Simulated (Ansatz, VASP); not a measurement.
# Two plane-wave programs on ReS3

```xyz
4
Lattice="-2.4577 2.4577 2.4577 2.4577 -2.4577 2.4577 2.4577 2.4577 -2.4577" Properties=species:S:1:pos:R:3 pbc="T T T"
Re    0.0000    0.0000    0.0000
S     2.4577    0.0000    0.0000
S     0.0000    2.4577    0.0000
S     0.0000    0.0000    2.4577
```

Alike in both runs: functional PBE; k mesh 4 × 4 × 4; occupations gaussian, width 0.1 eV; collinear spin.

Ansatz relaxed the structure, and its values are those at the end. VASP's run is a single point on that final structure, the one shown.

|  | VASP | Ansatz |
| --- | --- | --- |
| version | VASP 6.6.1 | Ansatz 0.2.0 |
| potentials or method | VASP PAW PBE potentials, release 64 (Re, S), cutoff 520 eV | scalar-relativistic, plane waves, PAW |
| valence electrons in the cell | 25 | 33 |

Ansatz gave:

| Item | Value |
| --- | --- |
| gap on the k mesh at the Fermi level (eV) | none |
| pressure (GPa) | 0.3 |
| net moment per atom (μB) | 0.00 |

Q: Which values does VASP return?

A: gap on the k mesh at the Fermi level (eV): none; pressure (GPa): 0.6; net moment per atom (μB): 0.00.

A gap of «none» marks a metal or a gap that the smearing closes. VASP's potentials hold 25 valence electrons a cell and Ansatz's 33, so a difference there can come from the potentials and not from the codes. Ansatz's warnings: seeded moment not kept.

The k mesh is coarse, so the values compare programs but aren't converged. Spin-orbit coupling is off throughout.
